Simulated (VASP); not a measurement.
The system is Co.

```
Co
1.0
     2.05786    0.00000    0.00000
     0.00000    2.05786    0.00000
     0.00000    0.00000    2.05786
Co
1
Direct
  0.00000 0.00000 0.00000
```

Base run:

```yaml
Program: VASP 6.6.1
Functional: PBE
Potentials_or_basis: VASP PAW PBE potentials, release 64 (Co)
Cutoff: 520 eV
k_mesh: 17 × 17 × 17
Occupations: fermi-dirac, width 0.05 eV
Spin: collinear spin, ferromagnetic start
Starting_moments: "[0.2] μB"
```

Its results: pressure 113.1 GPa; net moment 0.00 μB per cell.

Task: The run is repeated on the same cell with these changes: moments at the start from [0.2] to [1.7]. What comes out?

Result: Pressure 122.7 GPa; net moment 1.11 μB per cell; site moments Co +1.09 μB.
